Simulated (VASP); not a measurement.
# Te2Pt (P-3m1) in VASP: further runs, part 2 of 2

VASP 6.6.1. The steps go on from the part before.

## 3. Single point, PBE+D3(BJ) (23.42 Å³/atom)

This run uses another cell than the first one, of 23.42 Å³/atom.

The input, INCAR:

```
PREC = Accurate
ENCUT = 500
EDIFF = 1E-6
ISMEAR = 0
SIGMA = 0.1
LREAL = F
LASPH = T
NELM = 120
ALGO = Normal
ISIF = 2
LWAVE = F
LCHARG = F
GGA = PE
IVDW = 12
NBANDS = 18
GGA_COMPAT = F
```

The input, KPOINTS:

```
Automatic mesh
0
Gamma
  12 12 8
```

The input, POSCAR:

```
Te2Pt
1.0
    4.0306545363      0.0000000000      0.0000000000
   -2.0153272682      3.4906492223      0.0000000000
    0.0000000000      0.0000000000      4.9936448741
Te Pt
2 1
Direct
    0.3333333333      0.6666666667      0.2712814417
    0.6666666667      0.3333333333      0.7287185583
    0.0000000000      0.0000000000      0.0000000000
```

Potentials or basis: VASP PAW PBE potentials, release 64 (Te, Pt).

Run with:

```console
$ cat potpaw_PBE.64/Te/POTCAR potpaw_PBE.64/Pt/POTCAR > POTCAR
$ mpirun -np 1 vasp_std > vasp.out
```

Run time: 63 s. Hardware: 1 thread of AMD EPYC 9R45 (Zen 5), shared host; peak memory 0.27 GiB.

Results (log left out):

```yaml
Free_energy: -15.2047 eV
Pressure: 2.2 GPa
Largest_force: 0.007 eV/Å
Band_gap_on_the_k_mesh: zero (bands 11 and 12 overlap by 1.14 eV)
Dispersion_energy_per_atom: -0.584 eV
```

Forces in eV/Å, atoms in the order of the input:
```
Te   0.000  0.000 -0.007
Te   0.000  0.000  0.007
Pt   0.000  0.000  0.000
```

Levels at points of the mesh, in eV from the Fermi level:
| k point | band 8 | band 9 | band 10 | band 11 | band 12 | band 13 | band 14 | band 15 |
| --- | --- | --- | --- | --- | --- | --- | --- | --- |
| (0.00, 0.00, 0.00) | -2.70 | -0.49 | -0.49 | 0.67 | 0.67 | 1.64 | 2.56 | 4.33 |
| (0.50, 0.00, 0.00) | -3.46 | -3.41 | -3.19 | -2.92 | 0.07 | 2.82 | 4.06 | 5.53 |
| (0.00, 0.00, 0.50) | -2.27 | -1.48 | -1.48 | -1.33 | 2.33 | 2.33 | 4.26 | 4.90 |
| (0.50, 0.00, 0.50) | -3.41 | -3.24 | -2.25 | -0.66 | 0.10 | 1.44 | 4.50 | 4.78 |

Caveat: spin-orbit coupling is left out, which moves the levels of the heavy elements.

## 4. Single point, PBE+D3(BJ)

This run uses another cell than the first one, of 24.14 Å³/atom.

INCAR is that of step 3.

KPOINTS is that of step 3.

The input, POSCAR:

```
Te2Pt
1.0
    4.0100000000      0.0000000000      0.0000000000
   -2.0050000000      3.4727618692      0.0000000000
    0.0000000000      0.0000000000      5.2010000000
Te Pt
2 1
Direct
    0.3333333333      0.6666666667      0.2500000000
    0.6666666667      0.3333333333      0.7500000000
    0.0000000000      0.0000000000      0.0000000000
```

Potentials or basis: VASP PAW PBE potentials, release 64 (Te, Pt).

Run with:

```console
$ cat potpaw_PBE.64/Te/POTCAR potpaw_PBE.64/Pt/POTCAR > POTCAR
$ mpirun -np 1 vasp_std > vasp.out
```

OUTCAR:

```text
PREC = Accurate
   ENCUT = 500
   EDIFF = 1E-6
   ISMEAR = 0
   LREAL = F
   LASPH = T
   NELM = 120
   ISIF = 2
   GGA = PE
   IVDW = 12
 IVDW          = 12

 ion  position               nearest neighbor table
   1  0.333  0.667  0.250-   3 2.66   3 2.66   3 2.66   2 3.48   2 3.48   2 3.48   2 3.48   2 3.48
                             2 3.48
   2  0.667  0.333  0.750-   3 2.66   3 2.66   3 2.66   1 3.48   1 3.48   1 3.48   1 3.48   1 3.48
                             1 3.48
   3  0.000  0.000  0.000-   1 2.66   2 2.66   2 2.66   1 2.66   2 2.66   1 2.66

  LATTYP: Found a hexagonal cell.
 ALAT       =     4.0100000000
 C/A-ratio  =     1.2970074813

  Lattice vectors:

 A1 = (   4.0100000000,   0.0000000000,   0.0000000000)
 A2 = (  -2.0050000000,   3.4727618692,   0.0000000000)
 A3 = (   0.0000000000,   0.0000000000,   5.2010000000)

Analysis of symmetry for initial positions (statically):
=====================================================================
 Subroutine PRICEL returns:
 Original cell was already a primitive cell.

 Routine SETGRP: Setting up the symmetry group for a
 hexagonal supercell.

 Subroutine GETGRP returns: Found 12 space group operations
 (whereof 12 operations were pure point group operations)
[... 170 lines left out ...]
 cond. band min:       9.0193132227   @ k =  -0.0833   0.4167   0.2500
 fundamental gap:      0.0174194798
 Fermi energy:         9.0108177823

 k-point     1 :       0.0000    0.0000    0.0000
  band No.  band energies     occupation
      1      -5.3507      2.00000
      2      -1.7850      2.00000
      3       2.0507      2.00000
      4       2.8492      2.00000
      5       2.8492      2.00000
      6       4.9287      2.00000
[... 481 lines left out ...]
      5       3.3333      2.00000
      6       4.5366      2.00000
[... 10 lines left out ...]
     17      15.9710      0.00000
     18      16.2942      0.00000

 [... further k-points ...]

------------------------ aborting loop because EDIFF is reached ----------------------------------------

 Edisp (eV)   -1.69327

 E8    (eV) :    -0.7764

  FORCE on cell =-STRESS in cart. coord.  units (eV):
  Direction    XX          YY          ZZ          XY          YZ          ZX
  --------------------------------------------------------------------------------------
  -------------------------------------------------------------------------------------
  Total       2.34493     2.34493     1.59266     0.00000     0.00000    -0.00000
  in kB      51.87204    51.87204    35.23110     0.00000     0.00000    -0.00000
  external pressure =       46.33 kB  Pullay stress =        0.00 kB

 VOLUME and BASIS-vectors are now :
 -----------------------------------------------------------------------------
  energy-cutoff  :      500.00
  volume of cell :       72.43
      direct lattice vectors                 reciprocal lattice vectors
     4.010000000  0.000000000  0.000000000     0.249376559  0.143977623  0.000000000
    -2.005000000  3.472761869  0.000000000     0.000000000  0.287955246  0.000000000
     0.000000000  0.000000000  5.201000000     0.000000000  0.000000000  0.192270717

 POSITION                                       TOTAL-FORCE (eV/Angst)
 -----------------------------------------------------------------------------------
     -0.00000      2.31517      1.30025        -0.000000     -0.000000      1.033097
      2.00500      1.15759      3.90075         0.000000      0.000000     -1.033097
      0.00000      0.00000      0.00000        -0.000000      0.000000      0.000000
 -----------------------------------------------------------------------------------
    total drift:                                0.000000      0.000000     -0.000000

  FREE ENERGIE OF THE ION-ELECTRON SYSTEM (eV)
  ---------------------------------------------------
  free  energy   TOTEN  =       -15.1227809879 eV

  energy  without entropy=      -15.1174415404  energy(sigma->0) =      -15.12011126
```

OSZICAR:

```text
N       E                     dE             d eps       ncg     rms          rms(c)
DAV:   1     0.100829036632E+03    0.10083E+03   -0.91414E+03  4780   0.101E+03
DAV:   2    -0.944259116470E+01   -0.11027E+03   -0.10694E+03  5844   0.191E+02
DAV:   3    -0.137757243387E+02   -0.43331E+01   -0.42788E+01  5594   0.379E+01
DAV:   4    -0.138318609550E+02   -0.56137E-01   -0.56115E-01  5952   0.475E+00
DAV:   5    -0.138330282508E+02   -0.11673E-02   -0.11673E-02  5650   0.628E-01    0.141E+01
DAV:   6    -0.135506097878E+02    0.28242E+00   -0.20699E+00  4994   0.121E+01    0.937E+00
DAV:   7    -0.134579178303E+02    0.92692E-01   -0.49500E-01  4874   0.658E+00    0.401E+00
DAV:   8    -0.134303367338E+02    0.27581E-01   -0.63809E-02  5154   0.217E+00    0.777E-01
DAV:   9    -0.134293983908E+02    0.93834E-03   -0.78301E-03  5246   0.696E-01    0.283E-01
DAV:  10    -0.134295150052E+02   -0.11661E-03   -0.72274E-04  5460   0.171E-01    0.914E-02
DAV:  11    -0.134295165758E+02   -0.15706E-05   -0.57111E-05  5648   0.536E-02    0.612E-02
DAV:  12    -0.134295147445E+02    0.18313E-05   -0.57595E-06  5282   0.179E-02    0.326E-02
DAV:  13    -0.134295153186E+02   -0.57409E-06   -0.53648E-06  4934   0.160E-02
   1 F= -.15122781E+02 E0= -.15120111E+02  d E =-.533945E-02
```

stdout:

```text
POSCAR found type information on POSCAR TePt
 POSCAR found :  2 types and       3 ions
 scaLAPACK will be used
 LDA part: xc-table for (Slater+PW92), standard interpolation
 POSCAR, INCAR and KPOINTS ok, starting setup
 FFT: planning ... GRIDC
 FFT: planning ... GRID_SOFT
 FFT: planning ... GRID
 WAVECAR not read
 entering main loop
```

Run time: 72 s. Hardware: 1 thread of AMD EPYC 9R45 (Zen 5), shared host; peak memory 0.27 GiB.

What came out:

```
Free energy                : -15.1228 eV
Pressure                   : 4.6 GPa
Largest force              : 1.033 eV/Å
Band gap on the k mesh     : zero (bands 11 and 12 overlap by 1.32 eV)
Dispersion energy per atom : -0.564 eV
```

Forces in eV/Å, atoms in the order of the input:
```
Te   0.000  0.000  1.033
Te   0.000  0.000 -1.033
Pt   0.000  0.000  0.000
```

Stress tensor (GPa, compression positive):
```
5.19 0.00 0.00
0.00 5.19 0.00
0.00 0.00 3.52
```

Caveat: the cell stands under pressure; spin-orbit coupling is left out, which moves the levels of the heavy elements; forces of over 1 eV/Å act on the atoms, so gaps and moduli don't describe the material at rest.

## 5. Single point, PBE+D3(BJ)

This run uses another cell than the first one, of 24.14 Å³/atom.

The input, INCAR:

```
SYSTEM = Te2Pt
PREC = Accurate
ENCUT = 500
EDIFF = 1E-6
ISMEAR = 0
SIGMA = 0.1
LREAL = .FALSE.
LASPH = .TRUE.
NELM = 120
ALGO = Normal
ISIF = 2
LWAVE = .FALSE.
LCHARG = .FALSE.
GGA = PE
IVDW = 12
NBANDS = 18
GGA_COMPAT = .FALSE.
```

The input, KPOINTS:

```
regular mesh
0
G
  12 12 8
  0 0 0
```

The input, POSCAR:

```
Te2Pt
1.0
    4.0100000000      0.0000000000      0.0000000000
   -2.0050000000      3.4727618692      0.0000000000
    0.0000000000      0.0000000000      5.2010000000
Te Pt
2 1
Direct
    0.3333333333      0.6666666667      0.2670160331
    0.6666666667      0.3333333333      0.7329839669
    0.0000000000      0.0000000000      0.0000000000
```

Run with:

```console
$ cat potpaw_PBE.64/Te/POTCAR potpaw_PBE.64/Pt/POTCAR > POTCAR
$ mpirun -np 1 vasp_std > vasp.out
```

Run time: 74 s. Hardware: 1 thread of AMD EPYC 9R45 (Zen 5), shared host; peak memory 0.27 GiB.

It converged, with:

```
Free energy                : -15.2085 eV
Pressure                   : 0.4 GPa
Largest force              : 0.015 eV/Å
Band gap on the k mesh     : zero (bands 11 and 12 overlap by 1.35 eV)
Dispersion energy per atom : -0.566 eV
```

Forces on the atoms (eV/Å):
```
Te   0.000  0.000 -0.015
Te   0.000  0.000  0.015
Pt   0.000  0.000  0.000
```

Stress tensor (GPa, compression positive):
```
 1.09  0.00  0.00
 0.00  1.09  0.00
 0.00  0.00 -0.89
```

Levels at points of the mesh, in eV from the Fermi level:
| k point | band 7 | band 8 | band 9 | band 10 | band 11 | band 12 | band 13 | band 14 | band 15 | band 16 |
| --- | --- | --- | --- | --- | --- | --- | --- | --- | --- | --- |
| (0.00, 0.00, 0.00) | -3.73 | -2.75 | -0.41 | -0.41 | 0.88 | 0.88 | 1.58 | 2.74 | 4.36 | 6.00 |
| (0.50, 0.00, 0.00) | -3.42 | -3.41 | -3.38 | -3.32 | -2.90 | 0.06 | 2.61 | 4.05 | 5.34 | 5.41 |
| (0.00, 0.00, 0.50) | -3.77 | -2.38 | -1.38 | -1.22 | -1.22 | 2.28 | 2.28 | 4.21 | 5.11 | 5.11 |
| (0.50, 0.00, 0.50) | -3.41 | -3.40 | -3.22 | -2.18 | -0.74 | 0.27 | 1.45 | 4.29 | 4.31 | 6.20 |

Caveat: spin-orbit coupling is left out, which moves the levels of the heavy elements.

## 6. The runs side by side

```csv
cell,gap on the mesh (eV),pressure (GPa),largest force (eV/Å)
"a = 3.953, b = 3.953, c = 4.711 Å, angles 90.0, 90.0, 120.0°, 3 atoms, atomic positions A",none,13.2,0.02
"a = 4.031, b = 4.031, c = 4.994 Å, angles 90.0, 90.0, 120.0°, 3 atoms, atomic positions B",none,2.2,0.01
"a = 4.010, b = 4.010, c = 5.201 Å, angles 90.0, 90.0, 120.0°, 3 atoms, atomic positions C",none,4.6,1.03
"a = 4.010, b = 4.010, c = 5.201 Å, angles 90.0, 90.0, 120.0°, 3 atoms, atomic positions D",none,0.4,0.02
```

Alike in all rows: task single point; level PBE+D3(BJ); potentials or basis VASP PAW PBE potentials, release 64 (Te, Pt); no spin polarisation; k mesh 12 × 12 × 8; cutoff (eV) 500; smearing gaussian 0.1 eV.

Caveats: spin-orbit coupling is left out, which moves the levels of the heavy elements; the cell stands under pressure (at least some runs); forces of over 1 eV/Å act on the atoms, so gaps and moduli don't describe the material at rest (at least some runs).

Absolute energies hang on the potentials; compare differences alone.

The gap in the log of VASP goes by the Fermi energy; the results here count the filled bands.